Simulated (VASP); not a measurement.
# MgS in VASP: further runs

MgS is run at these levels: r2SCAN, PBE; tasks: single point.

Everything below comes from runs of VASP 6.6.1. Logs are shortened: lines on timing, memory, paths and dates and some standing lists are left out, and cuts for length are marked.

**1. The cell of the first run**

The structure is cubic, space group F-43m (No. 216). The conventional cell has a = 5.662 Å, b = 5.662 Å, c = 5.662 Å, α = 90.00°, β = 90.00°, γ = 90.00°. Within 3.2 Å of Mg (site symmetry -43m) lie 4 S at 2.45 Å. S (site symmetry -43m) has 4 Mg at 2.45 Å within 3.2 Å.

**2. Single point, r2SCAN**

File POSCAR:

```
MgS
1.0
    0.0000000000      2.8308747665      2.8308747665
    2.8308747665      0.0000000000      2.8308747665
    2.8308747665      2.8308747665      0.0000000000
Mg S
1 1
Direct
    0.0000000000      0.0000000000      0.0000000000
    0.7500000000      0.7500000000      0.7500000000
```

File INCAR.step1:

```
SYSTEM = MgS
PREC = Accurate
ENCUT = 520
ISMEAR = 0
SIGMA = 0.01
LREAL = .FALSE.
LASPH = .TRUE.
NELM = 100
NBANDS = 11
GGA = PE
ALGO = Normal
EDIFF = 1E-4
LWAVE = .TRUE.
LCHARG = .FALSE.
```

File INCAR.step2:

```
SYSTEM = MgS
PREC = Accurate
ENCUT = 520
EDIFF = 1E-7
ISMEAR = 0
SIGMA = 0.01
LREAL = .FALSE.
LASPH = .TRUE.
NELM = 100
ALGO = Normal
ISIF = 2
LWAVE = .FALSE.
LCHARG = .FALSE.
METAGGA = R2SCAN
LMIXTAU = .TRUE.
NBANDS = 11
ISTART = 1
```

File KPOINTS:

```
regular mesh
0
G
  8 8 8
  0 0 0
```

Potentials or basis: VASP PAW PBE potentials, release 64 (Mg, S).

Command:

```sh
$ cat potpaw_PBE.64/Mg/POTCAR potpaw_PBE.64/S/POTCAR > POTCAR
$ cp INCAR.step1 INCAR
$ mpirun -np 1 vasp_std > vasp.out
$ cp INCAR.step2 INCAR
$ mpirun -np 1 vasp_std > vasp.out
```

OUTCAR:

```text
SYSTEM = MgS
   PREC = Accurate
   ENCUT = 520
   EDIFF = 1E-7
   ISMEAR = 0
   LREAL = .FALSE.
   LASPH = .TRUE.
   NELM = 100
   ISIF = 2
   METAGGA = R2SCAN
   ISTART = 1

 ion  position               nearest neighbor table
   1  0.000  0.000  0.000-   2 2.45   2 2.45   2 2.45   2 2.45
   2  0.750  0.750  0.750-   1 2.45   1 2.45   1 2.45   1 2.45

  LATTYP: Found a face centered cubic cell.
 ALAT       =     5.6617495330

  Lattice vectors:

 A1 = (   0.0000000000,   2.8308747665,   2.8308747665)
 A2 = (   2.8308747665,   0.0000000000,   2.8308747665)
 A3 = (   2.8308747665,   2.8308747665,   0.0000000000)

Analysis of symmetry for initial positions (statically):
=====================================================================
 Subroutine PRICEL returns:
 Original cell was already a primitive cell.

 Routine SETGRP: Setting up the symmetry group for a
 face centered cubic supercell.

 Subroutine GETGRP returns: Found 24 space group operations
 (whereof 24 operations were pure point group operations)
 out of a pool of 48 trial point group operations.

The static configuration has the point symmetry T_d .

Analysis of symmetry for dynamics (positions and initial velocities):
=====================================================================
 Subroutine PRICEL returns:
 Original cell was already a primitive cell.

 Routine SETGRP: Setting up the symmetry group for a
 face centered cubic supercell.

 Subroutine GETGRP returns: Found 24 space group operations
 (whereof 24 operations were pure point group operations)
 out of a pool of 48 trial point group operations.

The dynamic configuration has the point symmetry T_d .

 Subroutine INISYM returns: Found 24 space group operations
 (whereof 24 operations are pure point group operations),
 and found     1 'primitive' translations

----------------------------------------------------------------------------------------

                                     Primitive cell

  volume of cell :      45.3724

  direct lattice vectors                    reciprocal lattice vectors
     0.000000000  2.830874767  2.830874767    -0.176623850  0.176623850  0.176623850
     2.830874767  0.000000000  2.830874767     0.176623850 -0.176623850  0.176623850
     2.830874767  2.830874767  0.000000000     0.176623850  0.176623850 -0.176623850

  length of vectors
     4.003461488  4.003461488  4.003461488     0.305921482  0.305921482  0.305921482

  position of ions in fractional coordinates (direct lattice)
     0.000000000  0.000000000  0.000000000
     0.750000000  0.750000000  0.750000000

  ion indices of the primitive-cell ions
   primitive index   ion index
                 1           1
                 2           2

----------------------------------------------------------------------------------------

 KPOINTS: regular mesh

Automatic generation of k-mesh.
 Grid dimensions read from file:
 generate k-points for:    8    8    8

 Generating k-lattice:

  Cartesian coordinates                     Fractional coordinates (reciprocal lattice)
    -0.022077981  0.022077981  0.022077981     0.125000000  0.000000000  0.000000000
     0.022077981 -0.022077981  0.022077981     0.000000000  0.125000000  0.000000000
     0.022077981  0.022077981 -0.022077981     0.000000000  0.000000000  0.125000000

  Length of vectors
     0.038240185  0.038240185  0.038240185

  Shift w.r.t. Gamma in fractional coordinates (k-lattice)
     0.000000000  0.000000000  0.000000000

 Subroutine IBZKPT returns following result:
 ===========================================

 Found     29 irreducible k-points:

 Following reciprocal coordinates:
            Coordinates               Weight
  0.000000  0.000000  0.000000      1.000000
  0.125000  0.000000  0.000000      8.000000
  0.250000  0.000000  0.000000      8.000000
  0.375000  0.000000  0.000000      8.000000
  0.500000  0.000000  0.000000      4.000000
  0.125000  0.125000  0.000000      6.000000
[... 16 lines left out ...]
  0.500000  0.250000  0.125000     48.000000
 -0.375000  0.250000  0.125000     24.000000
 [... further k-points ...]
   k-points           NKPTS =     29   k-points in BZ     NKDIM =     29   number of bands    NBANDS=     11
   number of dos      NEDOS =    301   number of ions     NIONS =      2
   total plane-waves  NPLWV =  27000
   dimension x,y,z NGX =    30 NGY =   30 NGZ =   30
   dimension x,y,z NGXF=    60 NGYF=   60 NGZF=   60
   ions per type =               1   1
   NGX,Y,Z   is equivalent  to a cutoff of  12.46, 12.46, 12.46 a.u.
   NGXF,Y,Z  is equivalent  to a cutoff of  24.92, 24.92, 24.92 a.u.
 SYSTEM =  MgS
   PREC   = accura    normal or accurate (medium, high low for compatibility)
   ISTART =      1    job   : 0-new  1-cont  2-samecut
   ICHARG =      0    charge: 1-file 2-atom 10-const
   ISPIN  =      1    spin polarized calculation?
   LNONCOLLINEAR =      F non collinear calculations
   LSORBIT =      F    spin-orbit coupling
   LASPH  =      T    aspherical Exc in radial PAW
   ENCUT  =  520.0 eV  38.22 Ry    6.18 a.u.   7.44  7.44  7.44*2*pi/ulx,y,z
   NELM   =    100;   NELMIN=  2; NELMDL=  0     # of ELM steps
   EDIFF  = 0.1E-06   stopping-criterion for ELM
   LREAL  =      F    real-space projection
   EDIFFG = 0.1E-05   stopping-criterion for IOM
   NSW    =      0    number of steps for IOM
   IBRION =     -1    ionic relax: 0-MD 1-quasi-New 2-CG
   NFREE  =      0    steps in history (QN), initial steepest desc. (CG)
   ISIF   =      2    stress and relaxation
   ISYM   =      2    0-nonsym 1-usesym 2-fastsym
   POTIM  = 0.5000    time-step for ionic-motion
   TEBEG  =    0.0;   TEEND  =   0.0 temperature during run
   PSTRESS=    0.0 pullay stress
   NELECT =       8.0000    total number of electrons
   NUPDOWN=      -1.0000    fix difference up-down
   EMIN   =  10.00;   EMAX   =-10.00  energy-range for DOS
   EFERMI =   0.00;   METHOD = LEGACY
   ISMEAR =     0;   SIGMA  =   0.01  broadening in eV -4-tet -1-fermi 0-gaus
   EFERMI_NEDOS =   21; number of points for ismear=-14 and -15
   IALGO  =     38    algorithm
   IMIX   =      4    mixing-type and parameters
     AMIX     =   0.40;   BMIX     =  1.00
     AMIX_MAG =   1.60;   BMIX_MAG =  1.00
  volume/ion in A,a.u.               =      22.69       153.09
  Fermi-wavevector in a.u.,A,eV,Ry     =   0.917996  1.734761 11.465859  0.842717
  Thomas-Fermi vector in A             =   2.043028
   LORBIT       =      0    0 simple, 1 ext, 2 COOP (PROOUT), +10 PAW based schemes
   METAGGA = R2SCAN    functional components
   LHFCALC =     F    Hartree Fock is set to
   AEXX    =    0.0000 exact exchange contribution
   IVDW    =     0    specifies the selected vdW correction
   LEPSILON=     F    determine dielectric tensor
   LRPA    =     F    only Hartree local field effects (RPA)
 non-spin polarized calculation
 Gauss-broadening in eV      SIGMA  =   0.01
  energy-cutoff  :      520.00
  volume of cell :       45.37
 maximum number of plane-waves:      1243
 NGX is ok and might be reduce to    30
   NGX = 15   NGY = 15   NGZ = 15

 number of electron       8.0000001 magnetization

 Free energy of the ion-electron system (eV)
  ---------------------------------------------------
  ext. energy  EPLUGINS =         0.00000000
  ---------------------------------------------------
  free energy    TOTEN  =       -15.45067591 eV

  energy without entropy =      -15.45067591  energy(sigma->0) =      -15.45067591

 E-fermi :   0.8636     XC(G=0):  -8.7761

 val. band max:        0.7690104035   @ k =   0.0000   0.0000   0.0000
 cond. band min:       4.8983713031   @ k =   0.0000   0.0000   0.0000
 fundamental gap:      4.1293608995
 Fermi energy:         0.8635789896

 k-point     1 :       0.0000    0.0000    0.0000
  band No.  band energies     occupation
      1     -10.9699      2.00000
      2       0.7690      2.00000
      3       0.7690      2.00000
      4       0.7690      2.00000
      5       4.8984      0.00000
      6       9.3631      0.00000
      7       9.3631      0.00000
      8       9.3631      0.00000
      9      12.2243      0.00000
     10      12.2243      0.00000
     11      15.4731      0.00000

 k-point     2 :       0.1250    0.0000    0.0000
  band No.  band energies     occupation
      1     -10.8803      2.00000
      2       0.1115      2.00000
      3       0.7154      2.00000
      4       0.7154      2.00000
      5       5.5408      0.00000
      6       9.1838      0.00000
      7       9.5472      0.00000
      8       9.5472      0.00000
      9      11.7619      0.00000
     10      11.7620      0.00000
     11      14.6906      0.00000

 k-point     3 :       0.2500    0.0000    0.0000
  band No.  band energies     occupation
      1     -10.6487      2.00000
      2      -1.0689      2.00000
      3       0.5939      2.00000
      4       0.5939      2.00000
      5       6.4071      0.00000
      6       9.2335      0.00000
      7       9.5578      0.00000
      8       9.5578      0.00000
      9      11.8503      0.00000
     10      11.8503      0.00000
     11      13.8017      0.00000

 k-point     4 :       0.3750    0.0000    0.0000
  band No.  band energies     occupation
      1     -10.3904      2.00000
      2      -2.0181      2.00000
      3       0.4820      2.00000
      4       0.4820      2.00000
      5       6.5901      0.00000
      6       9.1633      0.00000
      7       9.1633      0.00000
      8       9.8039      0.00000
      9      13.2156      0.00000
     10      13.2156      0.00000
     11      13.8617      0.00000
[... 239 lines left out ...]
 k-point    22 :       0.3750    0.2500    0.1250
  band No.  band energies     occupation
      1     -10.4695      2.00000
      2      -1.2743      2.00000
      3      -0.0789      2.00000
      4       0.3904      2.00000
      5       7.0693      0.00000
      6       8.3947      0.00000
      7       8.9677      0.00000
      8      10.6640      0.00000
      9      11.1814      0.00000
     10      13.9081      0.00000
     11      16.0077      0.00000

 k-point    23 :       0.5000    0.2500    0.1250
  band No.  band energies     occupation
      1     -10.2552      2.00000
      2      -1.7921      2.00000
      3      -0.4258      2.00000
      4       0.2128      2.00000
      5       7.2986      0.00000
      6       8.1936      0.00000
      7       9.3501      0.00000
      8      10.4791      0.00000
      9      12.3907      0.00000
     10      15.1690      0.00000
     11      15.5890      0.00000

 k-point    24 :      -0.3750    0.2500    0.1250
  band No.  band energies     occupation
      1     -10.1602      2.00000
      2      -2.0165      2.00000
      3      -0.5272      2.00000
      4       0.1166      2.00000
      5       7.3551      0.00000
      6       7.9121      0.00000
      7      10.2337      0.00000
      8      10.2646      0.00000
      9      12.9774      0.00000
     10      14.4309      0.00000
     11      15.7780      0.00000

 [... further k-points ...]

------------------------ aborting loop because EDIFF is reached ----------------------------------------

  FORCE on cell =-STRESS in cart. coord.  units (eV):
  Direction    XX          YY          ZZ          XY          YZ          ZX
  --------------------------------------------------------------------------------------
  -------------------------------------------------------------------------------------
  Total       -0.0784209     -0.0784209     -0.0784209      0.0000000      0.0000000      0.0000000
  in kB       -2.7691754     -2.7691754     -2.7691754      0.0000000      0.0000000      0.0000000
  external PRESSURE =      -2.7691754 kB  Pullay stress =       0.0000000 kB

 VOLUME and BASIS-vectors are now :
 -----------------------------------------------------------------------------
  energy-cutoff  :      520.00
  volume of cell :       45.37
      direct lattice vectors                 reciprocal lattice vectors
     0.000000000  2.830874767  2.830874767    -0.176623850  0.176623850  0.176623850
     2.830874767  0.000000000  2.830874767     0.176623850 -0.176623850  0.176623850
     2.830874767  2.830874767  0.000000000     0.176623850  0.176623850 -0.176623850

 POSITION                                       TOTAL-FORCE (eV/Angst)
 -----------------------------------------------------------------------------------
      0.00000      0.00000      0.00000         0.000000      0.000000      0.000000
      4.24631      4.24631      4.24631        -0.000000     -0.000000     -0.000000
 -----------------------------------------------------------------------------------
    total drift:                                0.000003      0.000003      0.000003

  FREE ENERGIE OF THE ION-ELECTRON SYSTEM (eV)
  ---------------------------------------------------
  free  energy   TOTEN  =       -15.4506759061 eV

  energy  without entropy=      -15.4506759061  energy(sigma->0) =      -15.45067591
```

Wall time 53 s (1 thread of Intel Xeon Platinum 8488C (Sapphire Rapids), shared host); peak memory 0.17 GiB.

Results:

```
Free energy            : -15.4507 eV
Pressure               : -0.3 GPa
Band gap on the k mesh : 4.13 eV
```

Caveat: the PAW data sets were made with another functional, which shifts forces and pressure a little. A k mesh can miss the band edges.

[end of part 1 of 3]
